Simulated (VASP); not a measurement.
# SbW (P6_3/mmc) in VASP: further runs, part 2 of 2

VASP 6.6.1. Earlier steps stand in the parts before.

## 3. Single point, r2SCAN

This run uses another cell than the first one, of 21.84 Å³/atom.

The input, POSCAR:

```
SbW
1.0
    4.4002257458      0.0000000000      0.0000000000
   -2.2001128729      3.8107072783      0.0000000000
    0.0000000000      0.0000000000      5.2102217637
W Sb
2 2
Direct
    0.0000000000      0.0000000000      0.0000000000
    0.0000000000      0.0000000000      0.5000000000
    0.3333333333      0.6666666667      0.2500000000
    0.6666666667      0.3333333333      0.7500000000
```

The input, INCAR.step1:

```
PREC = Accurate
ENCUT = 520
ISMEAR = 0
SIGMA = 0.05
LREAL = False
LASPH = True
NELM = 80
NBANDS = 27
GGA = PE
ALGO = Normal
EDIFF = 1E-4
LWAVE = True
LCHARG = False
```

The input, INCAR.step2:

```
PREC = Accurate
ENCUT = 520
EDIFF = 1E-6
ISMEAR = 0
SIGMA = 0.05
LREAL = False
LASPH = True
NELM = 80
ALGO = Normal
ISIF = 2
LWAVE = False
LCHARG = False
METAGGA = R2SCAN
LMIXTAU = True
NBANDS = 27
ISTART = 1
```

The input, KPOINTS:

```
Automatic mesh
0
Gamma
  10 10 6
```

Potentials or basis: VASP PAW PBE potentials, release 64 (W_sv, Sb).

Command:

```sh
$ cat potpaw_PBE.64/W_sv/POTCAR potpaw_PBE.64/Sb/POTCAR > POTCAR
$ cp INCAR.step1 INCAR
$ mpirun -np 1 vasp_std > vasp.out
$ cp INCAR.step2 INCAR
$ mpirun -np 1 vasp_std > vasp.out
```

OUTCAR:

```text
PREC = Accurate
   ENCUT = 520
   EDIFF = 1E-6
   ISMEAR = 0
   LREAL = False
   LASPH = True
   NELM = 80
   ISIF = 2
   METAGGA = R2SCAN
   ISTART = 1

 ion  position               nearest neighbor table
   1  0.000  0.000  0.000-   2 2.61   2 2.61   4 2.85   3 2.85   4 2.85   3 2.85   4 2.85   3 2.85

   2  0.000  0.000  0.500-   1 2.61   1 2.61   4 2.85   3 2.85   4 2.85   3 2.85   4 2.85   3 2.85

   3  0.333  0.667  0.250-   1 2.85   2 2.85   1 2.85   2 2.85   1 2.85   2 2.85   4 3.64   4 3.64
                             4 3.64   4 3.64   4 3.64   4 3.64
   4  0.667  0.333  0.750-   1 2.85   2 2.85   1 2.85   2 2.85   1 2.85   2 2.85   3 3.64   3 3.64
                             3 3.64   3 3.64   3 3.64   3 3.64

  LATTYP: Found a hexagonal cell.
 ALAT       =     4.4002257458
 C/A-ratio  =     1.1840805597

  Lattice vectors:

 A1 = (   4.4002257458,   0.0000000000,   0.0000000000)
 A2 = (  -2.2001128729,   3.8107072783,   0.0000000000)
 A3 = (   0.0000000000,   0.0000000000,   5.2102217637)

Analysis of symmetry for initial positions (statically):
=====================================================================
 Subroutine PRICEL returns:
 Original cell was already a primitive cell.

 Routine SETGRP: Setting up the symmetry group for a
 hexagonal supercell.

 Subroutine GETGRP returns: Found 24 space group operations
 (whereof 12 operations were pure point group operations)
 out of a pool of 24 trial point group operations.

The static configuration has the point symmetry D_3d.
 The point group associated with its full space group is D_6h.

Analysis of symmetry for dynamics (positions and initial velocities):
=====================================================================
 Subroutine PRICEL returns:
 Original cell was already a primitive cell.

 Routine SETGRP: Setting up the symmetry group for a
 hexagonal supercell.

 Subroutine GETGRP returns: Found 24 space group operations
 (whereof 12 operations were pure point group operations)
 out of a pool of 24 trial point group operations.

The dynamic configuration has the point symmetry D_3d.
 The point group associated with its full space group is D_6h.

 Subroutine INISYM returns: Found 24 space group operations
 (whereof 12 operations are pure point group operations),
 and found     1 'primitive' translations

----------------------------------------------------------------------------------------

                                     Primitive cell

  volume of cell :      87.3649

  direct lattice vectors                    reciprocal lattice vectors
     4.400225746  0.000000000  0.000000000     0.227261067  0.131209238  0.000000000
    -2.200112873  3.810707278  0.000000000     0.000000000  0.262418477  0.000000000
     0.000000000  0.000000000  5.210221764     0.000000000  0.000000000  0.191930410

  length of vectors
     4.400225746  4.400225746  5.210221764     0.262418477  0.262418477  0.191930410

  position of ions in fractional coordinates (direct lattice)
     0.000000000  0.000000000  0.000000000
     0.000000000  0.000000000  0.500000000
     0.333333333  0.666666667  0.250000000
     0.666666667  0.333333333  0.750000000

  ion indices of the primitive-cell ions
   primitive index   ion index
                 1           1
                 2           2
                 3           3
                 4           4

----------------------------------------------------------------------------------------

 KPOINTS: Automatic mesh

Automatic generation of k-mesh.
 Grid dimensions read from file:
 generate k-points for:   10   10    6

 Generating k-lattice:

  Cartesian coordinates                     Fractional coordinates (reciprocal lattice)
     0.022726107  0.013120924  0.000000000     0.100000000  0.000000000  0.000000000
     0.000000000  0.026241848  0.000000000     0.000000000  0.100000000  0.000000000
     0.000000000  0.000000000  0.031988402     0.000000000  0.000000000  0.166666667

  Length of vectors
     0.026241848  0.026241848  0.031988402

  Shift w.r.t. Gamma in fractional coordinates (k-lattice)
     0.000000000  0.000000000  0.000000000

 Subroutine IBZKPT returns following result:
 ===========================================

 Found     56 irreducible k-points:

 Following reciprocal coordinates:
            Coordinates               Weight
  0.000000  0.000000  0.000000      1.000000
  0.100000  0.000000  0.000000      6.000000
  0.200000  0.000000  0.000000      6.000000
  0.300000  0.000000  0.000000      6.000000
  0.400000  0.000000  0.000000      6.000000
  0.500000 -0.000000  0.000000      3.000000
[... 16 lines left out ...]
  0.300000  0.100000  0.166667     24.000000
  0.400000  0.100000  0.166667     24.000000
 [... further k-points ...]
   k-points           NKPTS =     56   k-points in BZ     NKDIM =     56   number of bands    NBANDS=     27
   number of dos      NEDOS =    301   number of ions     NIONS =      4
   total plane-waves  NPLWV =  51840
   dimension x,y,z NGX =    36 NGY =   36 NGZ =   40
   dimension x,y,z NGXF=    72 NGYF=   72 NGZF=   80
   ions per type =               2   2
   NGX,Y,Z   is equivalent  to a cutoff of  13.60, 13.60, 12.76 a.u.
   NGXF,Y,Z  is equivalent  to a cutoff of  27.20, 27.20, 25.53 a.u.
 SYSTEM =  unknown system
   PREC   = accura    normal or accurate (medium, high low for compatibility)
   ISTART =      1    job   : 0-new  1-cont  2-samecut
   ICHARG =      0    charge: 1-file 2-atom 10-const
   ISPIN  =      1    spin polarized calculation?
   LNONCOLLINEAR =      F non collinear calculations
   LSORBIT =      F    spin-orbit coupling
   LASPH  =      T    aspherical Exc in radial PAW
   ENCUT  =  520.0 eV  38.22 Ry    6.18 a.u.   8.18  8.18  9.69*2*pi/ulx,y,z
   NELM   =     80;   NELMIN=  2; NELMDL=  0     # of ELM steps
   EDIFF  = 0.1E-05   stopping-criterion for ELM
   LREAL  =      F    real-space projection
   EDIFFG = 0.1E-04   stopping-criterion for IOM
   NSW    =      0    number of steps for IOM
   IBRION =     -1    ionic relax: 0-MD 1-quasi-New 2-CG
   NFREE  =      0    steps in history (QN), initial steepest desc. (CG)
   ISIF   =      2    stress and relaxation
   ISYM   =      2    0-nonsym 1-usesym 2-fastsym
   POTIM  = 0.5000    time-step for ionic-motion
   TEBEG  =    0.0;   TEEND  =   0.0 temperature during run
   PSTRESS=    0.0 pullay stress
   NELECT =      38.0000    total number of electrons
   NUPDOWN=      -1.0000    fix difference up-down
   EMIN   =  10.00;   EMAX   =-10.00  energy-range for DOS
   EFERMI =   0.00;   METHOD = LEGACY
   ISMEAR =     0;   SIGMA  =   0.05  broadening in eV -4-tet -1-fermi 0-gaus
   EFERMI_NEDOS =   21; number of points for ismear=-14 and -15
   IALGO  =     38    algorithm
   IMIX   =      4    mixing-type and parameters
     AMIX     =   0.40;   BMIX     =  1.00
     AMIX_MAG =   1.60;   BMIX_MAG =  1.00
  volume/ion in A,a.u.               =      21.84       147.39
  Fermi-wavevector in a.u.,A,eV,Ry     =   1.240387  2.343991 20.933369  1.538559
  Thomas-Fermi vector in A             =   2.374830
   LORBIT       =      0    0 simple, 1 ext, 2 COOP (PROOUT), +10 PAW based schemes
   METAGGA = R2SCAN    functional components
   LHFCALC =     F    Hartree Fock is set to
   AEXX    =    0.0000 exact exchange contribution
   IVDW    =     0    specifies the selected vdW correction
   LEPSILON=     F    determine dielectric tensor
   LRPA    =     F    only Hartree local field effects (RPA)
 non-spin polarized calculation
 Gauss-broadening in eV      SIGMA  =   0.05
  energy-cutoff  :      520.00
  volume of cell :       87.36
 maximum number of plane-waves:      2370
 NGX is ok and might be reduce to    36
   NGX = 17   NGY = 17   NGZ = 19

 number of electron      38.0000004 magnetization

 Free energy of the ion-electron system (eV)
  ---------------------------------------------------
  ext. energy  EPLUGINS =         0.00000000
  ---------------------------------------------------
  free energy    TOTEN  =      -151.56835163 eV

  energy without entropy =     -151.56584271  energy(sigma->0) =     -151.56709717

 E-fermi :   8.7801     XC(G=0): -12.0844

 val. band max:        8.7514366550   @ k =   0.4000   0.0000   0.5000
 cond. band min:       8.8075975107   @ k =   0.3000   0.2000   0.5000
 fundamental gap:      0.0561608557
 Fermi energy:         8.7801175284

 k-point     1 :       0.0000    0.0000    0.0000
  band No.  band energies     occupation
      1     -66.9058      2.00000
      2     -66.7841      2.00000
      3     -31.1603      2.00000
      4     -30.5598      2.00000
      5     -30.5598      2.00000
      6     -30.3860      2.00000
[... 709 lines left out ...]
     26      14.0862      0.00000
     27      15.3239      0.00000

 [... further k-points ...]
[... 5 lines left out ...]
  --------------------------------------------------------------------------------------
  -------------------------------------------------------------------------------------
  Total       -1.0821940     -1.0821940     -1.3943232      0.0000000      0.0000000      0.0000000
  in kB      -19.8462727    -19.8462727    -25.5703849      0.0000000      0.0000000      0.0000000
  external PRESSURE =     -21.7543101 kB  Pullay stress =       0.0000000 kB

 VOLUME and BASIS-vectors are now :
 -----------------------------------------------------------------------------
  energy-cutoff  :      520.00
  volume of cell :       87.36
      direct lattice vectors                 reciprocal lattice vectors
     4.400225746  0.000000000  0.000000000     0.227261067  0.131209238  0.000000000
    -2.200112873  3.810707278  0.000000000     0.000000000  0.262418477  0.000000000
     0.000000000  0.000000000  5.210221764     0.000000000  0.000000000  0.191930410

 POSITION                                       TOTAL-FORCE (eV/Angst)
 -----------------------------------------------------------------------------------
      0.00000      0.00000      0.00000        -0.000000      0.000000      0.000000
      0.00000      0.00000      2.60511        -0.000000      0.000000      0.000000
     -0.00000      2.54047      1.30256         0.000000      0.000000      0.000000
      2.20011      1.27024      3.90767        -0.000000     -0.000000     -0.000000
 -----------------------------------------------------------------------------------
    total drift:                                0.000000      0.000000     -0.000000

  FREE ENERGIE OF THE ION-ELECTRON SYSTEM (eV)
  ---------------------------------------------------
  free  energy   TOTEN  =      -151.5683516299 eV

  energy  without entropy=     -151.5658427098  energy(sigma->0) =     -151.56709717
```

It took 9.9 min on 1 thread of Intel Xeon 8259CL, shared host; peak memory 0.3 GiB.

Results:

- Free energy: -151.5684 eV
- Pressure: -2.2 GPa
- Band gap on the k mesh: zero (bands 19 and 20 overlap by 1.42 eV)

Stress tensor (GPa, compression positive):
```
-1.98  0.00  0.00
 0.00 -1.98  0.00
 0.00  0.00 -2.56
```

Caveat: the PAW data sets were made with another functional, which shifts forces and pressure a little; spin-orbit coupling is left out, which moves the levels of the heavy elements.

The gap in the log of VASP goes by the Fermi energy; the results here count the filled bands.